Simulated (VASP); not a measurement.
Wanted: the native input for a VASP 6.6.1 run.

```
Task                            : G0W0 quasiparticle levels
Functional                      : PBE
Potentials or basis             : VASP PAW PBE potentials, release 64 (B_GW, N_GW)
Cutoff                          : 500 eV
k mesh                          : 6 × 6 × 6
Occupations                     : gaussian, width 0.01 eV
Spin                            : no spin polarisation
Dipole correction               : no
GW scheme                       : G0W0
GW iterations                   : 1
Cutoff of the response function : 150
Frequency points                : 48
Empty bands                     : 51
Further INCAR settings          : ALGO = EVGW0; EDIFF = 1e-08; NBANDS = 55
```

Crystal: BN.

```xyz
2
Lattice="0.0000 1.8048 1.8770 1.8048 0.0000 1.8770 1.8048 1.8048 0.0000" Properties=species:S:1:pos:R:3 pbc="T T T"
B     0.0000    0.0000    0.0000
N     0.9024    0.9024    0.9385
```

These files were run (other wordings do the same):

POSCAR

```
BN
1.0
    0.0000000000      1.8048254650      1.8770184836
    1.8048254650      0.0000000000      1.8770184836
    1.8048254650      1.8048254650      0.0000000000
B N
1 1
Direct
    0.0000000000      0.0000000000      0.0000000000
    0.2500000000      0.2500000000      0.2500000000
```

INCAR.step1

```
SYSTEM = BN
PREC     = Accurate       ! precision mode
ENCUT    = 500            ! plane-wave cutoff, eV
EDIFF    = 1E-8           ! SCF threshold, eV
ISMEAR   = 0              ! smearing method
SIGMA    = 0.01           ! smearing width, eV
LREAL    = .FALSE.        ! projectors in reciprocal space
LASPH    = .TRUE.         ! aspherical terms in the spheres
NELM     = 100            ! most SCF steps
ALGO     = Normal         ! electronic algorithm
LWAVE    = .TRUE.         ! write WAVECAR
LCHARG   = .FALSE.        ! write CHGCAR
GGA      = PE             ! functional
```

INCAR.step2

```
SYSTEM = BN
PREC     = Accurate       ! precision mode
ENCUT    = 500            ! plane-wave cutoff, eV
EDIFF    = 1E-8           ! SCF threshold, eV
ISMEAR   = 0              ! smearing method
SIGMA    = 0.01           ! smearing width, eV
LREAL    = .FALSE.        ! projectors in reciprocal space
LASPH    = .TRUE.         ! aspherical terms in the spheres
NELM     = 1              ! most SCF steps
ALGO     = Exact          ! electronic algorithm
LWAVE    = .TRUE.         ! write WAVECAR
LCHARG   = .FALSE.        ! write CHGCAR
GGA      = PE             ! functional
NBANDS   = 55             ! bands
LOPTICS  = .TRUE.         ! frequency-dependent dielectric function
ISTART   = 1
```

INCAR.step3

```
SYSTEM = BN
PREC     = Accurate       ! precision mode
ENCUT    = 500            ! plane-wave cutoff, eV
EDIFF    = 1E-8           ! SCF threshold, eV
ISMEAR   = 0              ! smearing method
SIGMA    = 0.01           ! smearing width, eV
LREAL    = .FALSE.        ! projectors in reciprocal space
LASPH    = .TRUE.         ! aspherical terms in the spheres
ALGO     = EVGW0          ! electronic algorithm
LWAVE    = .FALSE.        ! write WAVECAR
LCHARG   = .FALSE.        ! write CHGCAR
GGA      = PE             ! functional
NELMGW   = 1            
NBANDS   = 55             ! bands
ENCUTGW  = 150.0          ! cutoff of the response function
NOMEGA   = 48             ! frequency points
PRECFOCK = Fast         
ISTART   = 1            
NBANDSGW = 12
```

KPOINTS

```
Automatic mesh
0
G
  6 6 6
  0 0 0
```

Potentials or basis: VASP PAW PBE potentials, release 64 (B_GW, N_GW).

Run with:

```sh
$ cat potpaw_PBE.64/B_GW/POTCAR potpaw_PBE.64/N_GW/POTCAR > POTCAR
$ cp INCAR.step1 INCAR
$ mpirun -np 1 vasp_std > vasp.out
$ cp INCAR.step2 INCAR
$ mpirun -np 1 vasp_std > vasp.out
$ cp INCAR.step3 INCAR
$ mpirun -np 1 vasp_std > vasp.out
```

Results of the run:

| Property | Result |
| --- | --- |
| Quasiparticle gap | 5.54 eV |
| Least direct quasiparticle gap | 10.51 eV |
| Band gap of the starting levels on the mesh | 4.08 eV |
| Least direct gap of the starting levels on the mesh | 8.44 eV |

Caveat: the k points lie up to 0.50 Å⁻¹ apart; bands, screening cutoff and mesh are small and nothing is extrapolated, so the quasiparticle values aren't converged.

Wall time 53 s on 1 thread of Intel(R) Xeon(R) 6975P-C (Granite Rapids), on a shared host, peak memory 0.26 GiB.
